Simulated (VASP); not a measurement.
Si: relaxation of cell and atoms with PBE

Crystal: Si.

```
Si
1.0
     2.75859    2.68878    0.09606
     2.92862   -2.66667    5.53611
     2.65099   -2.77330   -5.45061
Si
8
Cartesian
  5.5955 -2.6947 2.8308
  5.5892 -0.1022 -0.0491
  -0.1340 0.1099 0.0998
  5.2750 -2.7557 -2.6328
  4.4610 -1.4196 -3.9448
  4.1069 -4.0982 -1.4184
  4.2013 1.0372 -1.1564
  4.1192 -1.1348 1.5038
```

```
Program                : VASP 6.6.1
Task                   : relaxation of cell and atoms
Functional             : PBE
Potentials or basis    : VASP PAW PBE potentials, release 64 (Si)
Cutoff                 : 600 eV
k mesh                 : 4 × 2 × 2
Occupations            : gaussian, width 0.1 eV
Spin                   : no spin polarisation
Dipole correction      : no
Further INCAR settings : ALGO = Normal; EDIFF = 1e-06; IBRION = 2; EDIFFG = -0.025; NSW = 80; ISIF = 3
```

```yaml
Relaxed_volume: 20.46 Å³/atom
Relaxed_cell: a = 3.887 Å, b = 6.667 Å, c = 6.667 Å, α = 108.68°, β = 90.00°, γ = 90.01°
Space_group_after_relaxing_to_0.05_Å: I4_1/amd (No. 141)
Energy_gained_by_relaxing: 446.8 meV/atom
Ionic_steps: 20
Pressure_after_relaxing: 0.0 GPa
Largest_force_after_relaxing: 0.020 eV/Å
Band_gap_on_the_k_mesh: 0.60 eV, direct
```

Forces in eV/Å, atoms in the order of the input:
```
Si  -0.007 -0.006 -0.008
Si   0.016  0.010 -0.005
Si  -0.015 -0.011 -0.001
Si   0.004 -0.003  0.007
Si  -0.006 -0.010 -0.005
Si  -0.001  0.017 -0.002
Si  -0.002  0.002  0.007
Si   0.010  0.003  0.008
```

The path:
```
step  energy change (eV)  largest force (eV/Å)  pressure (GPa)  volume (Å³)
   1              0.0000                5.9670            4.35       164.73
   2             -2.0527                2.9138           -4.75       177.61
   3             -2.4155                1.9903           -4.41       173.57
   4             -3.3470                1.1398            0.34       162.47
   5             -3.3613                1.1552            1.19       161.05
   6             -3.4783                0.6756            0.08       163.13
   7             -3.4878                0.5233            0.26       162.69
   8             -3.5291                0.2703           -0.34       163.84
   9             -3.5297                0.2813           -0.41       163.98
  10             -3.5412                0.2136            0.15       163.02
  11             -3.5431                0.2234            0.52       162.41
  12             -3.5518                0.1685            0.35       162.80
  13             -3.5586                0.2793           -0.01       163.56
  14             -3.5667                0.1735           -0.18       163.92
  15             -3.5711                0.0994           -0.45       164.45
  16             -3.5738                0.0611            0.05       163.55
  17             -3.5738                0.0626            0.06       163.52
  18             -3.5742                0.0268            0.04       163.57
  19             -3.5743                0.0324            0.03       163.58
  20             -3.5744                0.0197           -0.02       163.67
```

Final structure:
```
Si
1.0
     2.75076    2.74626    0.00276
     2.74438   -2.75533    5.41569
     2.74780   -2.74604   -5.41769
Si
8
Cartesian
  5.4947 -2.7502 2.7061
  5.4889 -0.0141 -0.0021
  0.0105 0.0077 -0.0008
  2.7437 -0.0071 2.7064
  4.1305 -1.3638 -4.0578
  6.8692 -1.3845 -1.3502
  1.3768 -1.3719 -1.3527
  4.1113 -1.3858 1.3551
```

Levels at points of the mesh, in eV from the valence-band top:
```
           k point  band 12  band 13  band 14  band 15  band 16  band 17  band 18  band 19  band 20  band 21
(0.00, 0.00, 0.00)    -1.19    -1.18    -0.12    -0.08     0.00     0.60     0.61     1.39     1.39     2.45
(0.50, 0.00, 0.00)    -3.83    -3.68    -3.68    -1.45    -1.45     2.27     2.27     4.31     4.31     4.31
(0.00, 0.50, 0.00)    -2.29    -0.85    -0.85    -0.77    -0.76     1.41     1.41     1.88     1.89     3.39
(0.50, 0.50, 0.00)    -3.55    -2.19    -2.19    -2.19    -2.19     1.50     1.51     1.51     1.51     4.41
(0.00, 0.00, 0.50)    -2.29    -0.85    -0.85    -0.77    -0.77     1.41     1.41     1.88     1.88     3.39
(0.50, 0.00, 0.50)    -3.54    -2.19    -2.19    -2.19    -2.19     1.50     1.51     1.51     1.51     4.40
(0.00, 0.50, 0.50)    -1.98    -1.96    -1.96    -1.43    -1.43     1.00     1.00     2.28     2.28     3.07
(0.50, 0.50, 0.50)    -2.82    -1.32    -1.32    -1.17    -1.17     0.72     0.72     0.72     0.72     1.39
```

It took 7.7 min on 1 thread of Intel(R) Xeon(R) Platinum 8488C (Sapphire Rapids), on a shared host, peak memory 0.29 GiB.

Caveat: the k points lie up to 0.50 Å⁻¹ apart in the final cell. A k mesh can miss the band edges.
